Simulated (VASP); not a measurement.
# C (R-3m) in VASP: a series of runs, part 2 of 2

VASP 6.6.1. Earlier steps stand in the parts before.

### Step 3. Single point, r2SCAN (strain -0.025 along x and y, -0.025 along z)

File POSCAR:

```
C
1.0
    1.1973256878      0.6912763082      3.2633355684
   -1.1973256878      0.6912763082      3.2633355684
    0.0000000000     -1.3825526163      3.2633355684
C
2
Direct
    0.1640000000      0.1640000000      0.1640000000
    0.8360000000      0.8360000000      0.8360000000
```

File INCAR.step1:

```
SYSTEM = C
PREC     = Accurate       ! precision mode
ENCUT    = 520            ! plane-wave cutoff, eV
ISMEAR   = 0              ! smearing method
SIGMA    = 0.05           ! smearing width, eV
LREAL    = .False.        ! projectors in reciprocal space
LASPH    = .True.         ! aspherical terms in the spheres
NELM     = 60             ! most SCF steps
NBANDS   = 11             ! bands
GGA      = PE             ! functional
ALGO     = Normal         ! electronic algorithm
EDIFF    = 1E-4           ! SCF threshold, eV
LWAVE    = .True.         ! write WAVECAR
LCHARG   = .False.        ! write CHGCAR
```

File INCAR.step2:

```
SYSTEM = C
PREC     = Accurate       ! precision mode
ENCUT    = 520            ! plane-wave cutoff, eV
EDIFF    = 1E-6           ! SCF threshold, eV
ISMEAR   = 0              ! smearing method
SIGMA    = 0.05           ! smearing width, eV
LREAL    = .False.        ! projectors in reciprocal space
LASPH    = .True.         ! aspherical terms in the spheres
NELM     = 60             ! most SCF steps
ALGO     = Normal         ! electronic algorithm
ISIF     = 2              ! what is computed and relaxed
LWAVE    = .False.        ! write WAVECAR
LCHARG   = .False.        ! write CHGCAR
METAGGA  = R2SCAN         ! meta-GGA
LMIXTAU  = .True.       
NBANDS   = 11             ! bands
ISTART   = 1
```

File KPOINTS:

```
regular mesh
0
Gamma
  12 12 12
  0 0 0
```

Potentials or basis: VASP PAW PBE potentials, release 64 (C).

Command:

```console
cat potpaw_PBE.64/C/POTCAR > POTCAR
cp INCAR.step1 INCAR
mpirun -np 1 vasp_std > vasp.out
cp INCAR.step2 INCAR
mpirun -np 1 vasp_std > vasp.out
```

OUTCAR:

```text
SYSTEM = C
   PREC = Accurate
   ENCUT = 520
   EDIFF = 1E-6
   ISMEAR = 0
   LREAL = .False.
   LASPH = .True.
   NELM = 60
   ISIF = 2
   METAGGA = R2SCAN
   ISTART = 1

 ion  position               nearest neighbor table
   1  0.164  0.164  0.164-   2 1.38   2 1.38   2 1.38
   2  0.836  0.836  0.836-   1 1.38   1 1.38   1 1.38

  LATTYP: Found a trigonal (rhomboedric) cell.
 ALAT       =     3.5441234133
 COS(alpha) =     0.7717362630

  Lattice vectors:

 A1 = (   1.1973256878,   0.6912763082,   3.2633355684)
 A2 = (  -1.1973256878,   0.6912763082,   3.2633355684)
 A3 = (   0.0000000000,  -1.3825526163,   3.2633355684)

Analysis of symmetry for initial positions (statically):
=====================================================================
 Subroutine PRICEL returns:
 Original cell was already a primitive cell.

 Routine SETGRP: Setting up the symmetry group for a
 trigonal (rhombohedral) supercell.

 Subroutine GETGRP returns: Found 12 space group operations
 (whereof 12 operations were pure point group operations)
 out of a pool of 12 trial point group operations.

The static configuration has the point symmetry D_3d.

Analysis of symmetry for dynamics (positions and initial velocities):
=====================================================================
 Subroutine PRICEL returns:
 Original cell was already a primitive cell.

 Routine SETGRP: Setting up the symmetry group for a
 trigonal (rhombohedral) supercell.

 Subroutine GETGRP returns: Found 12 space group operations
 (whereof 12 operations were pure point group operations)
 out of a pool of 12 trial point group operations.

The dynamic configuration has the point symmetry D_3d.

 Subroutine INISYM returns: Found 12 space group operations
 (whereof 12 operations are pure point group operations),
 and found     1 'primitive' translations

----------------------------------------------------------------------------------------

                                     Primitive cell

  volume of cell :      16.2060

  direct lattice vectors                    reciprocal lattice vectors
     1.197325688  0.691276308  3.263335568     0.417597321  0.241099926  0.102144976
    -1.197325688  0.691276308  3.263335568    -0.417597321  0.241099926  0.102144976
     0.000000000 -1.382552616  3.263335568     0.000000000 -0.482199852  0.102144976

  length of vectors
     3.544123413  3.544123413  3.544123413     0.492899881  0.492899881  0.492899881

  position of ions in fractional coordinates (direct lattice)
     0.164000000  0.164000000  0.164000000
     0.836000000  0.836000000  0.836000000

  ion indices of the primitive-cell ions
   primitive index   ion index
                 1           1
                 2           2

----------------------------------------------------------------------------------------

 KPOINTS: regular mesh

Automatic generation of k-mesh.
 Grid dimensions read from file:
 generate k-points for:   12   12   12

 Generating k-lattice:

[... 21 lines left out ...]
  0.250000  0.000000  0.000000      6.000000
  0.333333 -0.000000  0.000000      6.000000
  0.416667 -0.000000  0.000000      6.000000
[... 16 lines left out ...]
  0.500000  0.166667 -0.000000     12.000000
 -0.416667  0.166667  0.000000     12.000000
 [... further k-points ...]
   k-points           NKPTS =    189   k-points in BZ     NKDIM =    189   number of bands    NBANDS=     11
   number of dos      NEDOS =    301   number of ions     NIONS =      2
   total plane-waves  NPLWV =  21952
   dimension x,y,z NGX =    28 NGY =   28 NGZ =   28
   dimension x,y,z NGXF=    56 NGYF=   56 NGZF=   56
   ions per type =               2
   NGX,Y,Z   is equivalent  to a cutoff of  13.13, 13.13, 13.13 a.u.
   NGXF,Y,Z  is equivalent  to a cutoff of  26.27, 26.27, 26.27 a.u.
 SYSTEM =  C
   PREC   = accura    normal or accurate (medium, high low for compatibility)
   ISTART =      1    job   : 0-new  1-cont  2-samecut
   ICHARG =      0    charge: 1-file 2-atom 10-const
   ISPIN  =      1    spin polarized calculation?
   LNONCOLLINEAR =      F non collinear calculations
   LSORBIT =      F    spin-orbit coupling
   LASPH  =      T    aspherical Exc in radial PAW
   ENCUT  =  520.0 eV  38.22 Ry    6.18 a.u.   6.59  6.59  6.59*2*pi/ulx,y,z
   NELM   =     60;   NELMIN=  2; NELMDL=  0     # of ELM steps
   EDIFF  = 0.1E-05   stopping-criterion for ELM
   LREAL  =      F    real-space projection
   EDIFFG = 0.1E-04   stopping-criterion for IOM
   NSW    =      0    number of steps for IOM
   IBRION =     -1    ionic relax: 0-MD 1-quasi-New 2-CG
   NFREE  =      0    steps in history (QN), initial steepest desc. (CG)
   ISIF   =      2    stress and relaxation
   ISYM   =      2    0-nonsym 1-usesym 2-fastsym
   POTIM  = 0.5000    time-step for ionic-motion
   TEBEG  =    0.0;   TEEND  =   0.0 temperature during run
   PSTRESS=    0.0 pullay stress
   NELECT =       8.0000    total number of electrons
   NUPDOWN=      -1.0000    fix difference up-down
   EMIN   =  10.00;   EMAX   =-10.00  energy-range for DOS
   EFERMI =   0.00;   METHOD = LEGACY
   ISMEAR =     0;   SIGMA  =   0.05  broadening in eV -4-tet -1-fermi 0-gaus
   EFERMI_NEDOS =   21; number of points for ismear=-14 and -15
   IALGO  =     38    algorithm
   IMIX   =      4    mixing-type and parameters
     AMIX     =   0.40;   BMIX     =  1.00
     AMIX_MAG =   1.60;   BMIX_MAG =  1.00
  volume/ion in A,a.u.               =       8.10        54.68
  Fermi-wavevector in a.u.,A,eV,Ry     =   1.293836  2.444995 22.776305  1.674011
  Thomas-Fermi vector in A             =   2.425456
   LORBIT       =      0    0 simple, 1 ext, 2 COOP (PROOUT), +10 PAW based schemes
   METAGGA = R2SCAN    functional components
   LHFCALC =     F    Hartree Fock is set to
   AEXX    =    0.0000 exact exchange contribution
   IVDW    =     0    specifies the selected vdW correction
   LEPSILON=     F    determine dielectric tensor
   LRPA    =     F    only Hartree local field effects (RPA)
 non-spin polarized calculation
 Gauss-broadening in eV      SIGMA  =   0.05
  energy-cutoff  :      520.00
  volume of cell :       16.21
 maximum number of plane-waves:       456
   NGX = 13   NGY = 13   NGZ = 13

 number of electron       8.0000000 magnetization

 Free energy of the ion-electron system (eV)
  ---------------------------------------------------
  ext. energy  EPLUGINS =         0.00000000
  ---------------------------------------------------
  free energy    TOTEN  =       -19.74482948 eV

  energy without entropy =      -19.74482948  energy(sigma->0) =      -19.74482948

 E-fermi :   5.1980     XC(G=0): -11.5211

 val. band max:        4.9768778809   @ k =  -0.3333   0.3333   0.0000
 cond. band min:       5.8601646165   @ k =  -0.3333   0.3333   0.0000
 fundamental gap:      0.8832867356
 Fermi energy:         5.1980317142

 k-point     1 :       0.0000    0.0000    0.0000
  band No.  band energies     occupation
      1     -16.2231      2.00000
      2      -2.0062      2.00000
      3       2.3016      2.00000
      4       2.3016      2.00000
      5       9.7426      0.00000
      6      14.7027      0.00000
      7      14.7027      0.00000
      8      18.8566      0.00000
      9      20.6744      0.00000
     10      30.6428      0.00000
     11      33.9288      0.00000
[... 309 lines left out ...]
 k-point    24 :      -0.4167    0.1667    0.0000
  band No.  band energies     occupation
      1      -9.7425      2.00000
      2      -8.7298      2.00000
      3      -3.5575      2.00000
      4       3.7984      2.00000
      5       7.1469      0.00000
      6      17.0929      0.00000
      7      17.8242      0.00000
      8      18.7122      0.00000
      9      22.3506      0.00000
     10      27.2892      0.00000
     11      31.0283      0.00000

 [... further k-points ...]

------------------------ aborting loop because EDIFF is reached ----------------------------------------

  FORCE on cell =-STRESS in cart. coord.  units (eV):
  Direction    XX          YY          ZZ          XY          YZ          ZX
  --------------------------------------------------------------------------------------
  -------------------------------------------------------------------------------------
  Total        3.8471095      3.8471095      0.1879142      0.0000000      0.0000000     -0.0000000
  in kB      380.3366505    380.3366505     18.5777571      0.0000000      0.0000000     -0.0000000
  external PRESSURE =     259.7503527 kB  Pullay stress =       0.0000000 kB

 VOLUME and BASIS-vectors are now :
 -----------------------------------------------------------------------------
  energy-cutoff  :      520.00
  volume of cell :       16.21
      direct lattice vectors                 reciprocal lattice vectors
     1.197325688  0.691276308  3.263335568     0.417597321  0.241099926  0.102144976
    -1.197325688  0.691276308  3.263335568    -0.417597321  0.241099926  0.102144976
     0.000000000 -1.382552616  3.263335568     0.000000000 -0.482199852  0.102144976

 POSITION                                       TOTAL-FORCE (eV/Angst)
 -----------------------------------------------------------------------------------
      0.00000      0.00000      1.60556         0.000000      0.000000      0.857276
      0.00000      0.00000      8.18445         0.000000     -0.000000     -0.857276
 -----------------------------------------------------------------------------------
    total drift:                                0.000000     -0.000000      0.000000

  FREE ENERGIE OF THE ION-ELECTRON SYSTEM (eV)
  ---------------------------------------------------
  free  energy   TOTEN  =       -19.7448294753 eV

  energy  without entropy=      -19.7448294753  energy(sigma->0) =      -19.74482948
```

It took 2.9 min on 1 thread of Intel Xeon Platinum 8259CL at 2.50GHz (Skylake/Cascade Lake), shared host; peak memory 0.17 GiB.

What came out:

```yaml
Free_energy: -19.7448 eV
Pressure: 26.0 GPa
Largest_force: 0.857 eV/Å
Band_gap_on_the_k_mesh: 0.88 eV, direct
```

Forces on the atoms (eV/Å):
```
C    0.000  0.000  0.857
C    0.000  0.000 -0.857
```

Stress tensor (GPa, compression positive):
```
38.03  0.00  0.00
 0.00 38.03  0.00
 0.00  0.00  1.86
```

Caveat: the cell differs from its parent crystal (strain -0.025 along x and y, -0.025 along z); the PAW data sets were made with another functional, which shifts forces and pressure a little.
